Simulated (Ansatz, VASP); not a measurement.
Te2Mo: VASP beside Ansatz

INCAR

```
SYSTEM = Te2Mo
PREC = Accurate
ENCUT = 500
EDIFF = 1E-6
ISMEAR = 0
SIGMA = 0.1
LREAL = .False.
LASPH = .True.
NELM = 120
ALGO = Normal
ISIF = 2
LWAVE = .False.
LCHARG = .False.
GGA = PE
NBANDS = 35
GGA_COMPAT = .False.
```

Contents of KPOINTS:

```
regular mesh
0
Gamma
  8 8 1
  0 0 0
```

Contents of POSCAR:

```
Te2Mo
1.0
    3.5603917377      0.0000000000      0.0000000000
   -1.7801958688      3.0833896922      0.0000000000
    0.0000000000      0.0000000000     24.8112624000
Te Mo
4 2
Direct
    0.3333333333      0.6666666667      0.2236394800
    0.6666666667      0.3333333333      0.9206288600
    0.6666666667      0.3333333333      0.7767635628
    0.3333333333      0.6666666667      0.0793711400
    0.6666666667      0.3333333333      0.1515414900
    0.3333333333      0.6666666667      0.8484585100
```

Input for Ansatz:

```yaml
crystal:
  lattice:
    - [3.5603917377, 0.0, 0.0]
    - [-1.7801958688, 3.0833896922, 0.0]
    - [0.0, 0.0, 24.8112624]
  atoms:
    - { symbol: Te, position: [0.3333333333, 0.6666666667, 0.22363948] }
    - { symbol: Te, position: [0.6666666667, 0.3333333333, 0.92062886] }
    - { symbol: Te, position: [0.6666666667, 0.3333333333, 0.7767635628] }
    - { symbol: Te, position: [0.3333333333, 0.6666666667, 0.07937114] }
    - { symbol: Mo, position: [0.6666666667, 0.3333333333, 0.15154149] }
    - { symbol: Mo, position: [0.3333333333, 0.6666666667, 0.84845851] }
hamiltonian:
  xc: pbe
  pseudopotentials: { kind: paw }
kpoints:
  mp_grid: { grid: [8, 8, 1] }
scf:
  occupations: { method: gaussian, width: 0.1 }
  convergence: { dr2_threshold: 1.0e-11 }
basis:
  ecutwfc: 600
output:
  forces: true
```

Alike in both runs: task single point; functional PBE; k mesh 8 × 8 × 1; occupations gaussian, width 0.1 eV; no spin polarisation.

|  | VASP | Ansatz |
| --- | --- | --- |
| version | VASP 6.6.1 | Ansatz 0.2.0 |
| potentials or method | VASP PAW PBE potentials, release 64 (Te, Mo_sv), cutoff 500 eV | scalar-relativistic, plane waves, PAW |
| valence electrons in the cell | 52 | 92 |

```tsv
	VASP	Ansatz	Ansatz less VASP
rms of the force components (eV/Å)	0.134	0.127	-0.0069
```

Atom by atom the forces differ by 0.007 eV/Å (rms over components). VASP's potentials hold 52 valence electrons a cell and Ansatz's 92, so a difference there can come from the potentials and not from the codes.

Spin-orbit coupling is off throughout.
